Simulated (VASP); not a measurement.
# Li4C (P-4m2) in VASP: notebook, part 2 of 2

VASP 6.6.1. Earlier steps stand in the parts before.

### Step 3. Single point, PBE, collinear spin

Contents of INCAR:

```
ALGO = Normal
EDIFF = 1E-6
ENCUT = 520
GGA = PE
ISIF = 2
ISMEAR = 0
ISPIN = 2
LASPH = T
LCHARG = T
LELF = T
LORBIT = 11
LREAL = F
LVHAR = T
LWAVE = F
MAGMOM = 0 0 0 0 0 0 0 0 1 1
NBANDS = 31
NELM = 150
PREC = Accurate
SIGMA = 0.1
```

Contents of KPOINTS:

```
k-points
0
Gamma
  4 4 4
```

Contents of POSCAR:

```
Li4C
1.0
    3.8153056700      0.0000000000      0.0000000000
    0.0000000000      3.8153056700      0.0000000000
    0.0000000000      0.0000000000      7.4357163700
Li C
8 2
Direct
    0.5000000000      0.0000000000      0.9444504100
    0.0000000000      0.5000000000      0.4401134200
    0.5000000000      0.0000000000      0.5598865800
    0.0000000000      0.5000000000      0.0555495900
    0.5000000000      0.5000000000      0.7175807700
    0.0000000000      0.0000000000      0.2474814700
    0.0000000000      0.0000000000      0.7525185300
    0.5000000000      0.5000000000      0.2824192300
    0.5000000000      0.0000000000      0.7915907000
    0.0000000000      0.5000000000      0.2084093000
```

Potentials or basis: VASP PAW PBE potentials, release 64 (Li_sv, C).

Command:

```sh
$ cat potpaw_PBE.64/Li_sv/POTCAR potpaw_PBE.64/C/POTCAR > POTCAR
$ mpirun -np 1 vasp_std > vasp.out
```

OUTCAR:

```text
EDIFF = 1E-6
   ENCUT = 520
   GGA = PE
   ISIF = 2
   ISMEAR = 0
   ISPIN = 2
   LASPH = T
   LORBIT = 11
   LREAL = F
   NELM = 150
   PREC = Accurate

 ion  position               nearest neighbor table
   1  0.500  0.000  0.944-   9 1.14   7 2.38   7 2.38   5 2.55   5 2.55
   2  0.000  0.500  0.440-  10 1.72   8 2.24   8 2.24   6 2.39   6 2.39
   3  0.500  0.000  0.560-   9 1.72   5 2.24   5 2.24   7 2.39   7 2.39
   4  0.000  0.500  0.056-  10 1.14   6 2.38   6 2.38   8 2.55   8 2.55
   5  0.500  0.500  0.718-   9 1.99   9 1.99   3 2.24   3 2.24   1 2.55   1 2.55
   6  0.000  0.000  0.247-  10 1.93  10 1.93   4 2.38   4 2.38   2 2.39   2 2.39
   7  0.000  0.000  0.753-   9 1.93   9 1.93   1 2.38   1 2.38   3 2.39   3 2.39
   8  0.500  0.500  0.282-  10 1.99  10 1.99   2 2.24   2 2.24   4 2.55   4 2.55
   9  0.500  0.000  0.792-   1 1.14   3 1.72   7 1.93   7 1.93   5 1.99   5 1.99
[... 1384 lines left out ...]
 -----------------------------------------------------------------------------------
    total drift:                                0.000000      0.000000     -0.000000

  FREE ENERGIE OF THE ION-ELECTRON SYSTEM (eV)
  ---------------------------------------------------
  free  energy   TOTEN  =       -15.1792069367 eV

  energy  without entropy=      -15.1664750139  energy(sigma->0) =      -15.17284098

 total charge

# of ion       s       p       d       tot
------------------------------------------
    1        2.141   0.983   0.000   3.124
    2        2.078   0.114   0.000   2.192
    3        2.078   0.114   0.000   2.192
    4        2.141   0.983   0.000   3.124
    5        2.051   0.106   0.000   2.157
    6        2.054   0.114   0.000   2.168
    7        2.054   0.114   0.000   2.168
    8        2.051   0.106   0.000   2.157
    9        0.974   1.506   0.000   2.480
   10        0.974   1.506   0.000   2.480
--------------------------------------------------
tot         18.596   5.646   0.000  24.242

 magnetization (x)

# of ion       s       p       d       tot
------------------------------------------
    1        0.001   0.008   0.000   0.009
    2        0.000   0.000   0.000   0.001
    3        0.000   0.000   0.000   0.001
    4        0.001   0.008   0.000   0.009
    5        0.000   0.001   0.000   0.001
    6        0.000   0.001   0.000   0.001
    7        0.000   0.001   0.000   0.001
    8        0.000   0.001   0.000   0.001
    9        0.000   0.002   0.000   0.003
   10        0.000   0.002   0.000   0.003
--------------------------------------------------
tot          0.003   0.024   0.000   0.026
```

stdout:

```text
POSCAR found type information on POSCAR LiC
 POSCAR found :  2 types and      10 ions
 scaLAPACK will be used
 LDA part: xc-table for (Slater+PW92), standard interpolation
 -----------------------------------------------------------------------------
|                                                                             |
|           W    W    AA    RRRRR   N    N  II  N    N   GGGG   !!!           |
|           W    W   A  A   R    R  NN   N  II  NN   N  G    G  !!!           |
|           W    W  A    A  R    R  N N  N  II  N N  N  G       !!!           |
|           W WW W  AAAAAA  RRRRR   N  N N  II  N  N N  G  GGG   !            |
|           WW  WW  A    A  R   R   N   NN  II  N   NN  G    G                |
|           W    W  A    A  R    R  N    N  II  N    N   GGGG   !!!           |
|                                                                             |
|     The distance between some ions is very small. Please check the          |
|     nearest-neighbor list in the OUTCAR file.                               |
|     I HOPE YOU KNOW WHAT YOU ARE DOING!                                     |
|                                                                             |
 -----------------------------------------------------------------------------

 POSCAR, INCAR and KPOINTS ok, starting setup
 FFT: planning ... GRIDC
 FFT: planning ... GRID_SOFT
 FFT: planning ... GRID
 WAVECAR not read
 entering main loop
```

Run time: 2.1 min. Hardware: 1 thread of Intel Xeon Platinum 8488C (Sapphire Rapids), shared host; peak memory 0.27 GiB.

What came out:

- Free energy: -15.1792 eV
- Largest force: 23.002 eV/Å
- Net moment: 0.04 μB per cell
- Valence electrons inside the program's atomic spheres: Li 3.12, 2.19, 2.16, 2.17 (each value once); C 2.48

Forces on the atoms (eV/Å):
```
Li    0.000   0.000  23.002
Li    0.000   0.000   3.450
Li    0.000   0.000  -3.450
Li    0.000   0.000 -23.002
Li    0.000   0.000   1.092
Li    0.000   0.000  -0.152
Li    0.000   0.000   0.152
Li    0.000   0.000  -1.092
C     0.000   0.000 -19.925
C     0.000   0.000  19.925
```

Caveat: the k points lie up to 0.41 Å⁻¹ apart; atoms lie so close that the PAW spheres overlap strongly, which falsifies energies and pressures; forces of over 1 eV/Å act on the atoms, so gaps and moduli don't describe the material at rest.
